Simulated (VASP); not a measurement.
# Ti (Im-3m) in VASP: single point with PBEsol

Aim: the single point of Ti with PBEsol.

Program: VASP 6.6.1. These are calculated values, not measurements. Logs are shortened: lines on timing, memory, paths and dates and some standing lists are left out, and cuts for length are marked.

## Step 1: The cell of the first run

Symmetry: Im-3m, No. 229, cubic system. Conventional cell: a = 3.282 Å, b = 3.282 Å, c = 3.282 Å, α = 90.00°, β = 90.00°, γ = 90.00°. Ti (site symmetry m-3m) has 14 Ti at 2.84 to 3.28 Å within 3.7 Å.

## Step 2: Single point, PBEsol

Contents of INCAR:

```
SYSTEM = Ti
ALGO = Normal ; EDIFF = 1E-6
ENCUT = 520 ; GGA = PS
ISIF = 2 ; ISMEAR = 1
LASPH = .TRUE. ; LCHARG = .FALSE.
LREAL = .FALSE. ; LWAVE = .FALSE.
NBANDS = 12 ; NELM = 80
PREC = Accurate ; SIGMA = 0.1
```

Contents of KPOINTS:

```
k-points
0
G
  11 11 11
  0 0 0
```

Contents of POSCAR:

```
Ti
1.0
   -1.6410000000      1.6410000000      1.6410000000
    1.6410000000     -1.6410000000      1.6410000000
    1.6410000000      1.6410000000     -1.6410000000
Ti
1
Direct
    0.0000000000      0.0000000000      0.0000000000
```

Potentials or basis: VASP PAW PBE potentials, release 64 (Ti_sv).

Launch:

```sh
$ cat potpaw_PBE.64/Ti_sv/POTCAR > POTCAR
$ mpirun -np 1 vasp_std > vasp.out
```

OUTCAR:

```text
SYSTEM = Ti
   EDIFF = 1E-6
   ENCUT = 520
   GGA = PS
   ISIF = 2
   ISMEAR = 1
   LASPH = .TRUE.
   LREAL = .FALSE.
   NELM = 80
   PREC = Accurate

 ion  position               nearest neighbor table
   1  0.000  0.000  0.000-

  LATTYP: Found a body centered cubic cell.
 ALAT       =     3.2820000000

  Lattice vectors:

 A1 = (  -1.6410000000,   1.6410000000,   1.6410000000)
 A2 = (   1.6410000000,  -1.6410000000,   1.6410000000)
 A3 = (   1.6410000000,   1.6410000000,  -1.6410000000)

Analysis of symmetry for initial positions (statically):
=====================================================================
 Subroutine PRICEL returns:
 Original cell was already a primitive cell.

 Routine SETGRP: Setting up the symmetry group for a
 body centered cubic supercell.

 Subroutine GETGRP returns: Found 48 space group operations
 (whereof 48 operations were pure point group operations)
 out of a pool of 48 trial point group operations.

The static configuration has the point symmetry O_h .

Analysis of symmetry for dynamics (positions and initial velocities):
=====================================================================
 Subroutine PRICEL returns:
 Original cell was already a primitive cell.

 Routine SETGRP: Setting up the symmetry group for a
 body centered cubic supercell.

 Subroutine GETGRP returns: Found 48 space group operations
 (whereof 48 operations were pure point group operations)
 out of a pool of 48 trial point group operations.

The dynamic configuration has the point symmetry O_h .

 Subroutine INISYM returns: Found 48 space group operations
 (whereof 48 operations are pure point group operations),
 and found     1 'primitive' translations

----------------------------------------------------------------------------------------

                                     Primitive cell

  volume of cell :      17.6761

  direct lattice vectors                    reciprocal lattice vectors
    -1.641000000  1.641000000  1.641000000     0.000000000  0.304692261  0.304692261
     1.641000000 -1.641000000  1.641000000     0.304692261  0.000000000  0.304692261
     1.641000000  1.641000000 -1.641000000     0.304692261  0.304692261  0.000000000

  length of vectors
     2.842295375  2.842295375  2.842295375     0.430899928  0.430899928  0.430899928

  position of ions in fractional coordinates (direct lattice)
     0.000000000  0.000000000  0.000000000

  ion indices of the primitive-cell ions
   primitive index   ion index
                 1           1

----------------------------------------------------------------------------------------

 KPOINTS: k-points

Automatic generation of k-mesh.
 Grid dimensions read from file:
 generate k-points for:   11   11   11

 Generating k-lattice:

  Cartesian coordinates                     Fractional coordinates (reciprocal lattice)
     0.000000000  0.027699296  0.027699296     0.090909091  0.000000000  0.000000000
     0.027699296  0.000000000  0.027699296     0.000000000  0.090909091  0.000000000
     0.027699296  0.027699296  0.000000000     0.000000000  0.000000000  0.090909091

  Length of vectors
     0.039172721  0.039172721  0.039172721

  Shift w.r.t. Gamma in fractional coordinates (k-lattice)
     0.000000000  0.000000000  0.000000000

 Subroutine IBZKPT returns following result:
 ===========================================

 Found     56 irreducible k-points:

 Following reciprocal coordinates:
            Coordinates               Weight
  0.000000  0.000000  0.000000      1.000000
  0.090909  0.000000  0.000000     12.000000
  0.181818  0.000000  0.000000     12.000000
  0.272727  0.000000  0.000000     12.000000
  0.363636  0.000000  0.000000     12.000000
  0.454545  0.000000  0.000000     12.000000
[... 16 lines left out ...]
  0.272727  0.181818  0.090909     48.000000
  0.363636  0.181818  0.090909     24.000000
 [... further k-points ...]
   k-points           NKPTS =     56   k-points in BZ     NKDIM =     56   number of bands    NBANDS=     12
   number of dos      NEDOS =    301   number of ions     NIONS =      1
   total plane-waves  NPLWV =  13824
   dimension x,y,z NGX =    24 NGY =   24 NGZ =   24
   dimension x,y,z NGXF=    48 NGYF=   48 NGZF=   48
   ions per type =               1
   NGX,Y,Z   is equivalent  to a cutoff of  14.04, 14.04, 14.04 a.u.
   NGXF,Y,Z  is equivalent  to a cutoff of  28.08, 28.08, 28.08 a.u.
 SYSTEM =  Ti
   PREC   = accura    normal or accurate (medium, high low for compatibility)
   ISTART =      0    job   : 0-new  1-cont  2-samecut
   ICHARG =      2    charge: 1-file 2-atom 10-const
   ISPIN  =      1    spin polarized calculation?
   LNONCOLLINEAR =      F non collinear calculations
   LSORBIT =      F    spin-orbit coupling
   LASPH  =      T    aspherical Exc in radial PAW
   ENCUT  =  520.0 eV  38.22 Ry    6.18 a.u.   5.28  5.28  5.28*2*pi/ulx,y,z
   NELM   =     80;   NELMIN=  2; NELMDL= -5     # of ELM steps
   EDIFF  = 0.1E-05   stopping-criterion for ELM
   LREAL  =      F    real-space projection
   EDIFFG = 0.1E-04   stopping-criterion for IOM
   NSW    =      0    number of steps for IOM
   IBRION =     -1    ionic relax: 0-MD 1-quasi-New 2-CG
   NFREE  =      0    steps in history (QN), initial steepest desc. (CG)
   ISIF   =      2    stress and relaxation
   ISYM   =      2    0-nonsym 1-usesym 2-fastsym
   POTIM  = 0.5000    time-step for ionic-motion
   TEBEG  =    0.0;   TEEND  =   0.0 temperature during run
   PSTRESS=    0.0 pullay stress
   NELECT =      12.0000    total number of electrons
   NUPDOWN=      -1.0000    fix difference up-down
   EMIN   =  10.00;   EMAX   =-10.00  energy-range for DOS
   EFERMI =   0.00;   METHOD = LEGACY
   ISMEAR =     1;   SIGMA  =   0.10  broadening in eV -4-tet -1-fermi 0-gaus
   EFERMI_NEDOS =   21; number of points for ismear=-14 and -15
   IALGO  =     38    algorithm
   IMIX   =      4    mixing-type and parameters
     AMIX     =   0.40;   BMIX     =  1.00
     AMIX_MAG =   1.60;   BMIX_MAG =  1.00
  volume/ion in A,a.u.               =      17.68       119.28
  Fermi-wavevector in a.u.,A,eV,Ry     =   1.438821  2.718977 28.166848  2.070205
  Thomas-Fermi vector in A             =   2.557745
   LORBIT       =      0    0 simple, 1 ext, 2 COOP (PROOUT), +10 PAW based schemes
   GGA     = PS    functional components
   LHFCALC =     F    Hartree Fock is set to
   AEXX    =    0.0000 exact exchange contribution
   IVDW    =     0    specifies the selected vdW correction
   LEPSILON=     F    determine dielectric tensor
   LRPA    =     F    only Hartree local field effects (RPA)
 non-spin polarized calculation
 Methfessel and Paxton  Order N= 1 SIGMA  =   0.10
  energy-cutoff  :      520.00
  volume of cell :       17.68
 maximum number of plane-waves:       486
 NGX is ok and might be reduce to    24
   NGX = 11   NGY = 11   NGZ = 11

 number of electron      12.0000001 magnetization

 Free energy of the ion-electron system (eV)
  ---------------------------------------------------
  ext. energy  EPLUGINS =         0.00000000
  ---------------------------------------------------
  free energy    TOTEN  =        -8.20561883 eV

  energy without entropy =       -8.20233367  energy(sigma->0) =       -8.20452378

 E-fermi :   7.7693     XC(G=0): -11.5466

 val. band max:        7.7667538030   @ k =   0.1818   0.0909   0.0909
 cond. band min:       7.7725617823   @ k =  -0.4545  -0.4545   0.0909
 fundamental gap:      0.0058079793
 Fermi energy:         7.7693407748

 k-point     1 :       0.0000    0.0000    0.0000
  band No.  band energies     occupation
      1     -48.5410      2.00000
      2     -24.5121      2.00000
      3     -24.5121      2.00000
      4     -24.5121      2.00000
      5       1.8625      2.00000
      6       8.7541     -0.00000
      7       8.7541     -0.00000
      8       8.7541     -0.00000
      9      10.4889      0.00000
     10      10.4889      0.00000
     11      25.0715      0.00000
     12      25.0715      0.00000

 k-point     2 :       0.0909    0.0000    0.0000
  band No.  band energies     occupation
      1     -48.5312      2.00000
      2     -24.5653      2.00000
      3     -24.5285      2.00000
      4     -24.5124      2.00000
      5       2.1393      2.00000
      6       8.6302     -0.00000
      7       8.7139     -0.00000
      8       8.9548     -0.00000
      9      10.3536      0.00000
     10      10.4970      0.00000
     11      24.6087      0.00000
     12      25.0102      0.00000

 k-point     3 :       0.1818    0.0000    0.0000
  band No.  band energies     occupation
      1     -48.5048      2.00000
      2     -24.7062      2.00000
      3     -24.5724      2.00000
      4     -24.5132      2.00000
      5       2.9167      2.00000
      6       8.3141     -0.00000
      7       8.5004     -0.00000
      8       9.5256     -0.00000
      9      10.1806      0.00000
     10      10.5326      0.00000
     11      23.0957      0.00000
     12      24.3602      0.00000
[... 286 lines left out ...]
 k-point    23 :       0.2727    0.1818    0.0909
  band No.  band energies     occupation
      1     -48.4167      2.00000
      2     -25.0383      2.00000
      3     -24.7562      2.00000
      4     -24.6101      2.00000
      5       6.2328      2.00000
      6       7.2296      2.00000
      7       7.5518      2.00871
      8      10.6055      0.00000
      9      10.8273      0.00000
     10      13.2678      0.00000
     11      17.4643      0.00000
     12      19.0440      0.00000

 k-point    24 :       0.3636    0.1818    0.0909
  band No.  band energies     occupation
      1     -48.4097      2.00000
      2     -25.0398      2.00000
      3     -24.7990      2.00000
      4     -24.6143      2.00000
      5       6.3397      2.00000
      6       7.1956      2.00000
      7       7.8089      0.38477
      8      10.6641      0.00000
      9      10.8546      0.00000
     10      14.0088      0.00000
     11      16.2000      0.00000
     12      18.7357      0.00000

 [... further k-points ...]

------------------------ aborting loop because EDIFF is reached ----------------------------------------

  FORCE on cell =-STRESS in cart. coord.  units (eV):
  Direction    XX          YY          ZZ          XY          YZ          ZX
  --------------------------------------------------------------------------------------
  -------------------------------------------------------------------------------------
  Total       -0.7939049     -0.7939049     -0.7939049     -0.0000000     -0.0000000      0.0000000
  in kB      -71.9603582    -71.9603582    -71.9603582     -0.0000000     -0.0000000      0.0000000
  external PRESSURE =     -71.9603582 kB  Pullay stress =       0.0000000 kB

 VOLUME and BASIS-vectors are now :
 -----------------------------------------------------------------------------
  energy-cutoff  :      520.00
  volume of cell :       17.68
      direct lattice vectors                 reciprocal lattice vectors
    -1.641000000  1.641000000  1.641000000     0.000000000  0.304692261  0.304692261
     1.641000000 -1.641000000  1.641000000     0.304692261  0.000000000  0.304692261
     1.641000000  1.641000000 -1.641000000     0.304692261  0.304692261  0.000000000

 POSITION                                       TOTAL-FORCE (eV/Angst)
 -----------------------------------------------------------------------------------
      0.00000      0.00000      0.00000        -0.000000      0.000000      0.000000
 -----------------------------------------------------------------------------------
    total drift:                                0.000000      0.000000      0.000000

  FREE ENERGIE OF THE ION-ELECTRON SYSTEM (eV)
  ---------------------------------------------------
  free  energy   TOTEN  =        -8.2056188300 eV

  energy  without entropy=       -8.2023336686  energy(sigma->0) =       -8.20452378
```

It took 8.1 s on 1 thread of Intel Xeon Platinum 8488C (Sapphire Rapids), shared host; peak memory 0.14 GiB.

What came out:

| Property | Result |
| --- | --- |
| Free energy | -8.2056 eV |
| Pressure | -7.2 GPa |
| Band gap on the k mesh | zero (band 6 reaches 8.77 eV, above the bottom of band 7 at 7.20 eV) |

Caveat: the PAW data sets were made with another functional, which shifts forces and pressure a little.
